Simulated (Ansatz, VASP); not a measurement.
Yb in VASP and in Ansatz

```
Yb
1.0
     0.00000    4.54522    4.54522
     4.54522    0.00000    4.54522
     4.54522    4.54522    0.00000
Yb
2
Direct
  0.12500 0.12500 0.12500
  0.87500 0.87500 0.87500
```

Alike in both runs: task single point; functional RPBE; k mesh 7 × 7 × 7; occupations fermi-dirac, width 0.1 eV; no spin polarisation.

```csv
,VASP,Ansatz
version,VASP 6.6.1,Ansatz 0.2.0
potentials or method,"VASP PAW PBE potentials, release 64 (Yb), cutoff 520 eV","plane waves (420 eV) with PAW, scalar-relativistic"
valence electrons in the cell,48,48
```

|  | VASP | Ansatz | Ansatz less VASP |
| --- | --- | --- | --- |
| pressure (GPa) | 0.1 | -0.1 | -0.15 |

VASP's potentials were made for PBE, not for RPBE. The functional is the same, so the differences come from potentials, cutoffs and numerics.

Neither program's run includes spin-orbit coupling.
